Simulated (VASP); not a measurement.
# Ag in VASP: a series of runs, part 2 of 2

VASP 6.6.1. The steps go on from the part before.

## 4. Single point, PBE (strain -0.080 along x and y, -0.080 along z)

INCAR

```
PREC = Accurate ; ENCUT = 520
EDIFF = 1E-6 ; ISMEAR = 0
SIGMA = 0.15 ; LREAL = F
LASPH = T ; NELM = 60
ALGO = Normal ; ISIF = 2
LWAVE = F ; LCHARG = F
GGA = PE ; NBANDS = 12
```

KPOINTS

```
regular mesh
0
Gamma
  20 20 20
```

POSCAR

```
Ag
1.0
    0.0000000000      1.8796520000      1.8796520000
    1.8796520000      0.0000000000      1.8796520000
    1.8796520000      1.8796520000      0.0000000000
Ag
1
Direct
    0.0000000000      0.0000000000      0.0000000000
```

Launch:

```console
> cat potpaw_PBE.64/Ag/POTCAR > POTCAR
> mpirun -np 1 vasp_std > vasp.out
```

It took 14 s on 1 thread of Intel Xeon 6975P-C (Granite Rapids), shared host; peak memory 0.15 GiB.

Results (log left out):

```
Free energy : -2.0836 eV
Pressure    : 61.9 GPa
```

Levels at points of the mesh, in eV from the Fermi level:
| k point | band 3 | band 4 | band 5 | band 6 | band 7 | band 8 | band 9 | band 10 |
| --- | --- | --- | --- | --- | --- | --- | --- | --- |
| (0.00, 0.00, 0.00) | -6.02 | -6.02 | -4.42 | -4.42 | 16.20 | 21.29 | 21.29 | 21.29 |
| (0.50, 0.00, 0.00) | -6.07 | -3.19 | -3.19 | -1.24 | 5.16 | 15.48 | 20.34 | 20.34 |
| (0.50, 0.50, 0.00) | -3.23 | -2.87 | -2.87 | 1.28 | 8.88 | 11.86 | 11.86 | 20.46 |

Caveat: the cell differs from its parent crystal (strain -0.080 along x and y, -0.080 along z).

## 5. Single point, PBE (strain +0.080 along x and y, +0.080 along z)

INCAR

```
SYSTEM = Ag
PREC = Accurate
ENCUT = 520
EDIFF = 1E-6
ISMEAR = 0
SIGMA = 0.15
LREAL = .FALSE.
LASPH = .TRUE.
NELM = 100
ALGO = Normal
ISIF = 2
LWAVE = .FALSE.
LCHARG = .FALSE.
GGA = PE
NBANDS = 12
```

KPOINTS

```
Automatic mesh
0
G
  20 20 20
  0 0 0
```

POSCAR

```
Ag
1.0
    0.0000000000      2.2065480000      2.2065480000
    2.2065480000      0.0000000000      2.2065480000
    2.2065480000      2.2065480000      0.0000000000
Ag
1
Direct
    0.0000000000      0.0000000000      0.0000000000
```

Launch:

```console
> cat potpaw_PBE.64/Ag/POTCAR > POTCAR
> mpirun -np 1 vasp_std > vasp.out
```

Wall time 15 s (1 thread of Intel Xeon 6975P-C (Granite Rapids), shared host); peak memory 0.18 GiB.

Results (log left out):

* Free energy: -2.5822 eV
* Pressure: -9.9 GPa

Levels at points of the mesh, in eV from the Fermi level:
```csv
k point,band 4,band 5,band 6,band 7,band 8,band 9
"(0.00, 0.00, 0.00)",-4.17,-3.49,-3.49,15.30,17.51,17.51
"(0.50, 0.00, 0.00)",-2.96,-2.96,0.12,2.43,14.52,15.46
"(0.50, 0.50, 0.00)",-2.82,-2.82,1.75,5.07,9.46,9.46
```

Caveat: the cell differs from its parent crystal (strain +0.080 along x and y, +0.080 along z).

## 6. Single point, PBE (strain +0.040 along x and y, +0.080 along z)

INCAR

```
ALGO     = Fast           # electronic algorithm
EDIFF    = 1E-6           # SCF threshold, eV
ENCUT    = 520            # plane-wave cutoff, eV
GGA      = PE             # functional
ISIF     = 2              # what is computed and relaxed
ISMEAR   = 0              # smearing method
LASPH    = T              # aspherical terms in the spheres
LCHARG   = T              # write CHGCAR
LELF     = T              # ELF
LREAL    = F              # projectors in reciprocal space
LVHAR    = T            
LWAVE    = F              # write WAVECAR
NBANDS   = 12             # bands
NELM     = 100            # most SCF steps
PREC     = Accurate       # precision mode
SIGMA    = 0.15           # smearing width, eV
```

KPOINTS

```
k-points
0
Gamma
  20 20 20
```

POSCAR

```
Ag
1.0
    0.0000000000      2.1248240000      2.2065480000
    2.1248240000      0.0000000000      2.2065480000
    2.1248240000      2.1248240000      0.0000000000
Ag
1
Direct
    0.0000000000      0.0000000000      0.0000000000
```

Potentials or basis: VASP PAW PBE potentials, release 64 (Ag).

Launch:

```console
> cat potpaw_PBE.64/Ag/POTCAR > POTCAR
> mpirun -np 1 vasp_std > vasp.out
```

OUTCAR:

```text
EDIFF = 1E-6
   ENCUT = 520
   GGA = PE
   ISIF = 2
   ISMEAR = 0
   LASPH = T
   LREAL = F
   NELM = 100
   PREC = Accurate

 ion  position               nearest neighbor table
   1  0.000  0.000  0.000-

  LATTYP: Found a body centered tetragonal cell.
 ALAT       =     3.0049549185
 C/A-ratio  =     1.4686063917

  Lattice vectors:

 A1 = (  -2.1248240000,   0.0000000000,   2.2065480000)
 A2 = (   2.1248240000,   0.0000000000,   2.2065480000)
 A3 = (   0.0000000000,   2.1248240000,  -2.2065480000)

Analysis of symmetry for initial positions (statically):
[... 534 lines left out ...]
      9      22.7361      0.00000
     10      24.1753      0.00000
     11      27.4664      0.00000
     12      27.5468      0.00000

 [... further k-points ...]
[... 5 lines left out ...]
  --------------------------------------------------------------------------------------
  -------------------------------------------------------------------------------------
  Total       -0.8682242     -0.8682242     -0.9924846      0.0000000      0.0000000      0.0000000
  in kB      -69.8157107    -69.8157107    -79.8077497      0.0000000      0.0000000      0.0000000
  external PRESSURE =     -73.1463903 kB  Pullay stress =       0.0000000 kB

 VOLUME and BASIS-vectors are now :
 -----------------------------------------------------------------------------
  energy-cutoff  :      520.00
  volume of cell :       19.92
      direct lattice vectors                 reciprocal lattice vectors
     0.000000000  2.124824000  2.206548000    -0.235313607  0.235313607  0.226598288
     2.124824000  0.000000000  2.206548000     0.235313607 -0.235313607  0.226598288
     2.124824000  2.124824000  0.000000000     0.235313607  0.235313607 -0.226598288

 POSITION                                       TOTAL-FORCE (eV/Angst)
 -----------------------------------------------------------------------------------
      0.00000      0.00000      0.00000         0.000000     -0.000000     -0.000000
 -----------------------------------------------------------------------------------
    total drift:                               -0.000000      0.000000      0.000000

  FREE ENERGIE OF THE ION-ELECTRON SYSTEM (eV)
  ---------------------------------------------------
  free  energy   TOTEN  =        -2.6656080031 eV

  energy  without entropy=       -2.6629013374  energy(sigma->0) =       -2.66425467
```

Run time: 42 s. Hardware: 1 thread of Intel Xeon 6975P-C (Granite Rapids), shared host; peak memory 0.25 GiB.

What came out:

* Free energy: -2.6656 eV
* Pressure: -7.3 GPa

Caveat: the cell differs from its parent crystal (strain +0.040 along x and y, +0.080 along z).

## 7. Summary

| cell | gap on the mesh (eV) | pressure (GPa) |
| --- | --- | --- |
| a = 3.007, b = 3.007, c = 2.889 Å, angles 61.3, 61.3, 57.4°, 1 atom | none | -2.6 |
| a = 2.948, b = 2.948, c = 3.005 Å, angles 59.4, 59.4, 61.3°, 1 atom | none | -2.9 |
| a = 2.658 Å, angles 60.0°, 1 atom | none | 61.9 |
| a = 3.121 Å, angles 60.0°, 1 atom | none | -9.9 |
| a = 3.063, b = 3.063, c = 3.005 Å, angles 60.6, 60.6, 58.7°, 1 atom | none | -7.3 |

Alike in all rows: task single point; level PBE; potentials or basis VASP PAW PBE potentials, release 64 (Ag); no spin polarisation; k mesh 20 × 20 × 20; cutoff (eV) 520; smearing gaussian 0.15 eV.

Total energies depend on the potentials used, so only differences within one code and one set of settings carry meaning.
